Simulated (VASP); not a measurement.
# Ga4P (Im-3m) in VASP: a series of runs

Ga4P is run at these levels: PBE; tasks: single point, relaxation of cell and atoms.

Everything below comes from runs of VASP 6.6.1. Logs are shortened: lines on timing, memory, paths and dates and some standing lists are left out, and cuts for length are marked.

### Step 1. The cell of the first run

Symmetry: Im-3m, No. 229, cubic system. Conventional cell: a = 5.952 Å, b = 5.952 Å, c = 5.952 Å, α = 90.00°, β = 90.00°, γ = 90.00°. Ga (site symmetry -3m) has 2 P at 2.58 Å and 6 Ga at 2.98 Å within 3.4 Å. P (site symmetry m-3m) has 8 Ga at 2.58 Å within 3.4 Å.

### Step 2. Single point, PBE

INCAR

```
SYSTEM = Ga4P
ALGO     = Normal         ! electronic algorithm
EDIFF    = 1E-6           ! SCF threshold, eV
ENCUT    = 520            ! plane-wave cutoff, eV
GGA      = PE             ! functional
ISIF     = 2              ! what is computed and relaxed
ISMEAR   = 0              ! smearing method
LASPH    = .True.         ! aspherical terms in the spheres
LCHARG   = .False.        ! write CHGCAR
LREAL    = .False.        ! projectors in reciprocal space
LWAVE    = .False.        ! write WAVECAR
NBANDS   = 36             ! bands
NELM     = 60             ! most SCF steps
PREC     = Accurate       ! precision mode
SIGMA    = 0.1            ! smearing width, eV
```

KPOINTS

```
k-points
0
Gamma
  10 10 10
  0 0 0
```

POSCAR

```
Ga4P
1.0
   -2.9757605231      2.9757605231      2.9757605231
    2.9757605231     -2.9757605231      2.9757605231
    2.9757605231      2.9757605231     -2.9757605231
Ga P
4 1
Direct
    0.0000000000      0.0000000000      0.5000000000
    0.5000000000      0.0000000000      0.0000000000
    0.5000000000      0.5000000000      0.5000000000
    0.0000000000      0.5000000000      0.0000000000
    0.0000000000      0.0000000000      0.0000000000
```

Potentials or basis: VASP PAW PBE potentials, release 64 (Ga_d, P).

Command:

```sh
$ cat potpaw_PBE.64/Ga_d/POTCAR potpaw_PBE.64/P/POTCAR > POTCAR
$ mpirun -np 1 vasp_std > vasp.out
```

OUTCAR:

```text
SYSTEM = Ga4P
   EDIFF = 1E-6
   ENCUT = 520
   GGA = PE
   ISIF = 2
   ISMEAR = 0
   LASPH = .True.
   LREAL = .False.
   NELM = 60
   PREC = Accurate

 ion  position               nearest neighbor table
   1  0.000  0.000  0.500-   5 2.58   5 2.58
   2  0.500  0.000  0.000-   5 2.58   5 2.58
   3  0.500  0.500  0.500-   5 2.58   5 2.58
   4  0.000  0.500  0.000-   5 2.58   5 2.58
   5  0.000  0.000  0.000-   1 2.58   2 2.58   3 2.58   4 2.58   1 2.58   4 2.58   2 2.58   3 2.58

  LATTYP: Found a body centered cubic cell.
 ALAT       =     5.9515210462

  Lattice vectors:

 A1 = (  -2.9757605231,   2.9757605231,   2.9757605231)
 A2 = (   2.9757605231,  -2.9757605231,   2.9757605231)
 A3 = (   2.9757605231,   2.9757605231,  -2.9757605231)

Analysis of symmetry for initial positions (statically):
=====================================================================
 Subroutine PRICEL returns:
 Original cell was already a primitive cell.

 Routine SETGRP: Setting up the symmetry group for a
 body centered cubic supercell.

 Subroutine GETGRP returns: Found 48 space group operations
 (whereof 48 operations were pure point group operations)
 out of a pool of 48 trial point group operations.

The static configuration has the point symmetry O_h .

Analysis of symmetry for dynamics (positions and initial velocities):
=====================================================================
 Subroutine PRICEL returns:
 Original cell was already a primitive cell.

 Routine SETGRP: Setting up the symmetry group for a
 body centered cubic supercell.

 Subroutine GETGRP returns: Found 48 space group operations
 (whereof 48 operations were pure point group operations)
 out of a pool of 48 trial point group operations.

The dynamic configuration has the point symmetry O_h .

 Subroutine INISYM returns: Found 48 space group operations
 (whereof 48 operations are pure point group operations),
 and found     1 'primitive' translations

----------------------------------------------------------------------------------------

                                     Primitive cell

  volume of cell :     105.4032

  direct lattice vectors                    reciprocal lattice vectors
    -2.975760523  2.975760523  2.975760523     0.000000000  0.168024273  0.168024273
     2.975760523 -2.975760523  2.975760523     0.168024273  0.000000000  0.168024273
     2.975760523  2.975760523 -2.975760523     0.168024273  0.168024273  0.000000000

  length of vectors
     5.154168417  5.154168417  5.154168417     0.237622206  0.237622206  0.237622206

  position of ions in fractional coordinates (direct lattice)
     0.000000000  0.000000000  0.500000000
     0.500000000  0.000000000  0.000000000
     0.500000000  0.500000000  0.500000000
     0.000000000  0.500000000  0.000000000
     0.000000000  0.000000000  0.000000000

  ion indices of the primitive-cell ions
   primitive index   ion index
                 1           1
                 2           2
                 3           3
                 4           4
                 5           5

----------------------------------------------------------------------------------------

 KPOINTS: k-points

Automatic generation of k-mesh.
 Grid dimensions read from file:
 generate k-points for:   10   10   10

 Generating k-lattice:

  Cartesian coordinates                     Fractional coordinates (reciprocal lattice)
     0.000000000  0.016802427  0.016802427     0.100000000  0.000000000  0.000000000
     0.016802427  0.000000000  0.016802427     0.000000000  0.100000000  0.000000000
     0.016802427  0.016802427  0.000000000     0.000000000  0.000000000  0.100000000

  Length of vectors
     0.023762221  0.023762221  0.023762221

  Shift w.r.t. Gamma in fractional coordinates (k-lattice)
     0.000000000  0.000000000  0.000000000

 Subroutine IBZKPT returns following result:
 ===========================================

 Found     47 irreducible k-points:

 Following reciprocal coordinates:
            Coordinates               Weight
  0.000000  0.000000  0.000000      1.000000
  0.100000  0.000000  0.000000     12.000000
  0.200000  0.000000  0.000000     12.000000
  0.300000  0.000000  0.000000     12.000000
  0.400000  0.000000  0.000000     12.000000
  0.500000  0.000000  0.000000      6.000000
[... 16 lines left out ...]
  0.300000  0.300000  0.100000      8.000000
 -0.300000  0.300000  0.100000     24.000000
 [... further k-points ...]
   k-points           NKPTS =     47   k-points in BZ     NKDIM =     47   number of bands    NBANDS=     36
   number of dos      NEDOS =    301   number of ions     NIONS =      5
   total plane-waves  NPLWV =  64000
   dimension x,y,z NGX =    40 NGY =   40 NGZ =   40
   dimension x,y,z NGXF=    80 NGYF=   80 NGZF=   80
   ions per type =               4   1
   NGX,Y,Z   is equivalent  to a cutoff of  12.90, 12.90, 12.90 a.u.
   NGXF,Y,Z  is equivalent  to a cutoff of  25.80, 25.80, 25.80 a.u.
 SYSTEM =  Ga4P
   PREC   = accura    normal or accurate (medium, high low for compatibility)
   ISTART =      0    job   : 0-new  1-cont  2-samecut
   ICHARG =      2    charge: 1-file 2-atom 10-const
   ISPIN  =      1    spin polarized calculation?
   LNONCOLLINEAR =      F non collinear calculations
   LSORBIT =      F    spin-orbit coupling
   LASPH  =      T    aspherical Exc in radial PAW
   ENCUT  =  520.0 eV  38.22 Ry    6.18 a.u.   9.58  9.58  9.58*2*pi/ulx,y,z
   NELM   =     60;   NELMIN=  2; NELMDL= -5     # of ELM steps
   EDIFF  = 0.1E-05   stopping-criterion for ELM
   LREAL  =      F    real-space projection
   EDIFFG = 0.1E-04   stopping-criterion for IOM
   NSW    =      0    number of steps for IOM
   IBRION =     -1    ionic relax: 0-MD 1-quasi-New 2-CG
   NFREE  =      0    steps in history (QN), initial steepest desc. (CG)
   ISIF   =      2    stress and relaxation
   ISYM   =      2    0-nonsym 1-usesym 2-fastsym
   POTIM  = 0.5000    time-step for ionic-motion
   TEBEG  =    0.0;   TEEND  =   0.0 temperature during run
   PSTRESS=    0.0 pullay stress
   NELECT =      57.0000    total number of electrons
   NUPDOWN=      -1.0000    fix difference up-down
   EMIN   =  10.00;   EMAX   =-10.00  energy-range for DOS
   EFERMI =   0.00;   METHOD = LEGACY
   ISMEAR =     0;   SIGMA  =   0.10  broadening in eV -4-tet -1-fermi 0-gaus
   EFERMI_NEDOS =   21; number of points for ismear=-14 and -15
   IALGO  =     38    algorithm
   IMIX   =      4    mixing-type and parameters
     AMIX     =   0.40;   BMIX     =  1.00
     AMIX_MAG =   1.60;   BMIX_MAG =  1.00
  volume/ion in A,a.u.               =      21.08       142.26
  Fermi-wavevector in a.u.,A,eV,Ry     =   1.333773  2.520465 24.204077  1.778949
  Thomas-Fermi vector in A             =   2.462605
   LORBIT       =      0    0 simple, 1 ext, 2 COOP (PROOUT), +10 PAW based schemes
   GGA     = PE    functional components
   LHFCALC =     F    Hartree Fock is set to
   AEXX    =    0.0000 exact exchange contribution
   IVDW    =     0    specifies the selected vdW correction
   LEPSILON=     F    determine dielectric tensor
   LRPA    =     F    only Hartree local field effects (RPA)
 non-spin polarized calculation
 Gauss-broadening in eV      SIGMA  =   0.10
  energy-cutoff  :      520.00
  volume of cell :      105.40
 maximum number of plane-waves:      2899
 NGX is ok and might be reduce to    40
   NGX = 19   NGY = 19   NGZ = 19

 number of electron      56.9999957 magnetization

 Free energy of the ion-electron system (eV)
  ---------------------------------------------------
  ext. energy  EPLUGINS =         0.00000000
  ---------------------------------------------------
  free energy    TOTEN  =       -15.71120034 eV

  energy without entropy =      -15.69414180  energy(sigma->0) =      -15.70267107

 E-fermi :   4.7110     XC(G=0): -10.1561

 val. band max:        4.7019097167   @ k =   0.1000   0.1000   0.0000
 cond. band min:       4.7183255709   @ k =   0.2000   0.1000   0.1000
 fundamental gap:      0.0164158542
 Fermi energy:         4.7110331223

 k-point     1 :       0.0000    0.0000    0.0000
  band No.  band energies     occupation
      1     -10.6057      2.00000
      2     -10.3565      2.00000
      3     -10.3565      2.00000
      4     -10.2761      2.00000
      5     -10.2761      2.00000
      6     -10.2514      2.00000
[... 28 lines left out ...]
     35       9.6497      0.00000
     36       9.6497      0.00000

 k-point     2 :       0.1000    0.0000    0.0000
  band No.  band energies     occupation
      1     -10.5903      2.00000
      2     -10.3533      2.00000
      3     -10.3491      2.00000
      4     -10.2728      2.00000
      5     -10.2713      2.00000
      6     -10.2538      2.00000
[... 28 lines left out ...]
     35       9.1755      0.00000
     36       9.6968      0.00000

 k-point     3 :       0.2000    0.0000    0.0000
  band No.  band energies     occupation
      1     -10.5478      2.00000
      2     -10.3442      2.00000
      3     -10.3274      2.00000
      4     -10.2634      2.00000
      5     -10.2614      2.00000
      6     -10.2572      2.00000
[... 28 lines left out ...]
     35       9.3417      0.00000
     36       9.7552      0.00000
[... 742 lines left out ...]
 k-point    23 :       0.3000    0.3000    0.1000
  band No.  band energies     occupation
      1     -10.3684      2.00000
      2     -10.2463      2.00000
      3     -10.2463      2.00000
      4     -10.2329      2.00000
      5     -10.2292      2.00000
      6     -10.2292      2.00000
[... 28 lines left out ...]
     35       8.9539      0.00000
     36       8.9539      0.00000

 k-point    24 :      -0.3000    0.3000    0.1000
  band No.  band energies     occupation
      1     -10.4764      2.00000
      2     -10.3358      2.00000
      3     -10.2816      2.00000
      4     -10.2754      2.00000
      5     -10.2490      2.00000
      6     -10.2489      2.00000
[... 28 lines left out ...]
     35       9.8120      0.00000
     36      10.6238      0.00000

 [... further k-points ...]

------------------------ aborting loop because EDIFF is reached ----------------------------------------

  FORCE on cell =-STRESS in cart. coord.  units (eV):
  Direction    XX          YY          ZZ          XY          YZ          ZX
  --------------------------------------------------------------------------------------
  -------------------------------------------------------------------------------------
  Total        0.0559533      0.0559533      0.0559533      0.0000000     -0.0000000      0.0000000
  in kB        0.8505150      0.8505150      0.8505150      0.0000000     -0.0000000      0.0000000
  external PRESSURE =       0.8505150 kB  Pullay stress =       0.0000000 kB

 VOLUME and BASIS-vectors are now :
 -----------------------------------------------------------------------------
  energy-cutoff  :      520.00
  volume of cell :      105.40
      direct lattice vectors                 reciprocal lattice vectors
    -2.975760523  2.975760523  2.975760523     0.000000000  0.168024273  0.168024273
     2.975760523 -2.975760523  2.975760523     0.168024273  0.000000000  0.168024273
     2.975760523  2.975760523 -2.975760523     0.168024273  0.168024273  0.000000000

 POSITION                                       TOTAL-FORCE (eV/Angst)
 -----------------------------------------------------------------------------------
      1.48788      1.48788     -1.48788        -0.000000      0.000000      0.000000
     -1.48788      1.48788      1.48788         0.000000     -0.000000     -0.000000
      1.48788      1.48788      1.48788        -0.000000      0.000000     -0.000000
      1.48788     -1.48788      1.48788         0.000000      0.000000      0.000000
      0.00000      0.00000      0.00000         0.000000     -0.000000     -0.000000
 -----------------------------------------------------------------------------------
    total drift:                                0.000000     -0.000000      0.000000

  FREE ENERGIE OF THE ION-ELECTRON SYSTEM (eV)
  ---------------------------------------------------
  free  energy   TOTEN  =       -15.7112003432 eV

  energy  without entropy=      -15.6941418046  energy(sigma->0) =      -15.70267107
```

Run time: 2.9 min. Hardware: 1 thread of Intel Xeon 6975P-C, shared host; peak memory 0.32 GiB.

What came out:

```
Free energy : -15.7112 eV
Pressure    : 0.1 GPa
```

### Step 3. Single point, PBE

INCAR

```
PREC = Accurate
ENCUT = 520
EDIFF = 1E-6
ISMEAR = 0
SIGMA = 0.1
LREAL = F
LASPH = T
NELM = 100
ALGO = Normal
ISIF = 2
LWAVE = F
LCHARG = T
GGA = PE
LELF = T
LVHAR = T
NBANDS = 36
```

KPOINTS

```
regular mesh
0
Gamma
  10 10 10
```

POSCAR is that of step 2.

Potentials or basis: VASP PAW PBE potentials, release 64 (Ga_d, P).

Command:

```sh
$ cat potpaw_PBE.64/Ga_d/POTCAR potpaw_PBE.64/P/POTCAR > POTCAR
$ mpirun -np 1 vasp_std > vasp.out
```

OUTCAR:

```text
PREC = Accurate
   ENCUT = 520
   EDIFF = 1E-6
   ISMEAR = 0
   LREAL = F
   LASPH = T
   NELM = 100
   ISIF = 2
   GGA = PE

 ion  position               nearest neighbor table
   1  0.000  0.000  0.500-   5 2.58   5 2.58
   2  0.500  0.000  0.000-   5 2.58   5 2.58
   3  0.500  0.500  0.500-   5 2.58   5 2.58
   4  0.000  0.500  0.000-   5 2.58   5 2.58
   5  0.000  0.000  0.000-   1 2.58   2 2.58   3 2.58   4 2.58   1 2.58   4 2.58   2 2.58   3 2.58

  LATTYP: Found a body centered cubic cell.
 ALAT       =     5.9515210462

  Lattice vectors:

 A1 = (  -2.9757605231,   2.9757605231,   2.9757605231)
 A2 = (   2.9757605231,  -2.9757605231,   2.9757605231)
 A3 = (   2.9757605231,   2.9757605231,  -2.9757605231)

Analysis of symmetry for initial positions (statically):
=====================================================================
 Subroutine PRICEL returns:
 Original cell was already a primitive cell.

 Routine SETGRP: Setting up the symmetry group for a
 body centered cubic supercell.

 Subroutine GETGRP returns: Found 48 space group operations
[... 166 lines left out ...]
  ext. energy  EPLUGINS =         0.00000000
  ---------------------------------------------------
  free energy    TOTEN  =       -15.71120034 eV

  energy without entropy =      -15.69414180  energy(sigma->0) =      -15.70267107

 E-fermi :   4.7110     XC(G=0): -10.1561

 val. band max:        4.7019097167   @ k =   0.1000   0.1000   0.0000
 cond. band min:       4.7183255709   @ k =   0.2000   0.1000   0.1000
 fundamental gap:      0.0164158542
 Fermi energy:         4.7110331223

 k-point     1 :       0.0000    0.0000    0.0000
  band No.  band energies     occupation
      1     -10.6057      2.00000
      2     -10.3565      2.00000
      3     -10.3565      2.00000
      4     -10.2761      2.00000
      5     -10.2761      2.00000
      6     -10.2514      2.00000
[... 925 lines left out ...]
     35       9.8120      0.00000
     36      10.6238      0.00000

 [... further k-points ...]
[... 5 lines left out ...]
  --------------------------------------------------------------------------------------
  -------------------------------------------------------------------------------------
  Total        0.0559533      0.0559533      0.0559533      0.0000000     -0.0000000      0.0000000
  in kB        0.8505150      0.8505150      0.8505150      0.0000000     -0.0000000      0.0000000
  external PRESSURE =       0.8505150 kB  Pullay stress =       0.0000000 kB

 VOLUME and BASIS-vectors are now :
 -----------------------------------------------------------------------------
  energy-cutoff  :      520.00
  volume of cell :      105.40
      direct lattice vectors                 reciprocal lattice vectors
    -2.975760523  2.975760523  2.975760523     0.000000000  0.168024273  0.168024273
     2.975760523 -2.975760523  2.975760523     0.168024273  0.000000000  0.168024273
     2.975760523  2.975760523 -2.975760523     0.168024273  0.168024273  0.000000000

 POSITION                                       TOTAL-FORCE (eV/Angst)
 -----------------------------------------------------------------------------------
      1.48788      1.48788     -1.48788        -0.000000      0.000000      0.000000
     -1.48788      1.48788      1.48788         0.000000     -0.000000     -0.000000
      1.48788      1.48788      1.48788        -0.000000      0.000000     -0.000000
      1.48788     -1.48788      1.48788         0.000000      0.000000      0.000000
      0.00000      0.00000      0.00000         0.000000     -0.000000     -0.000000
 -----------------------------------------------------------------------------------
    total drift:                                0.000000     -0.000000      0.000000

  FREE ENERGIE OF THE ION-ELECTRON SYSTEM (eV)
  ---------------------------------------------------
  free  energy   TOTEN  =       -15.7112003432 eV

  energy  without entropy=      -15.6941418046  energy(sigma->0) =      -15.70267107
```

OSZICAR:

```text
N       E                     dE             d eps       ncg     rms          rms(c)
DAV:   1     0.425758445061E+03    0.42576E+03   -0.27327E+04  3412   0.267E+03
DAV:   2     0.400364015577E+02   -0.38572E+03   -0.37736E+03  3572   0.567E+02
DAV:   3    -0.135600166937E+02   -0.53596E+02   -0.52487E+02  3928   0.159E+02
DAV:   4    -0.159901118764E+02   -0.24301E+01   -0.23987E+01  3900   0.337E+01
DAV:   5    -0.160669437606E+02   -0.76832E-01   -0.76606E-01  4548   0.581E+00    0.535E+00
DAV:   6    -0.157093851734E+02    0.35756E+00   -0.10830E+00  4300   0.885E+00    0.316E+00
DAV:   7    -0.157163607622E+02   -0.69756E-02   -0.21479E-01  3864   0.214E+00    0.130E+00
DAV:   8    -0.157122245138E+02    0.41362E-02   -0.33664E-02  4080   0.118E+00    0.404E-01
DAV:   9    -0.157110700520E+02    0.11545E-02   -0.10060E-02  4380   0.708E-01    0.219E-01
DAV:  10    -0.157111834494E+02   -0.11340E-03   -0.11847E-03  3820   0.243E-01    0.185E-01
DAV:  11    -0.157111970680E+02   -0.13619E-04   -0.30865E-04  4400   0.963E-02    0.108E-01
DAV:  12    -0.157112336192E+02   -0.36551E-04   -0.99528E-05  3604   0.566E-02    0.419E-02
DAV:  13    -0.157112169287E+02    0.16690E-04   -0.17525E-05  3524   0.250E-02    0.305E-02
DAV:  14    -0.157112038648E+02    0.13064E-04   -0.22698E-05  2884   0.164E-02    0.129E-02
DAV:  15    -0.157112010239E+02    0.28409E-05   -0.86836E-06  3808   0.131E-02    0.480E-03
DAV:  16    -0.157112003432E+02    0.68072E-06   -0.16841E-06  2612   0.514E-03
   1 F= -.15711200E+02 E0= -.15702671E+02  d E =-.170585E-01
```

stdout:

```text
POSCAR found type information on POSCAR GaP
 POSCAR found :  2 types and       5 ions
 scaLAPACK will be used
 LDA part: xc-table for (Slater+PW92), standard interpolation
 POSCAR, INCAR and KPOINTS ok, starting setup
 FFT: planning ... GRIDC
 FFT: planning ... GRID_SOFT
 FFT: planning ... GRID
 WAVECAR not read
 entering main loop
```

Wall time 2.9 min (1 thread of Intel Xeon 6975P-C, shared host); peak memory 0.32 GiB.

Results:

```
Free energy : -15.7112 eV
Pressure    : 0.1 GPa
```

Levels at points of the mesh, in eV from the Fermi level:
```tsv
k point	band 26	band 27	band 28	band 29	band 30	band 31	band 32	band 33
(0.00, 0.00, 0.00)	-3.45	-3.45	-3.45	-0.66	-0.66	-0.66	3.26	3.26
(0.50, 0.00, 0.00)	-4.56	-0.07	-0.03	0.52	1.18	1.26	2.33	2.70
(0.50, 0.50, 0.50)	-3.47	0.46	0.77	0.77	0.77	1.19	1.19	1.19
```

(Continued in part 2 of 2.)
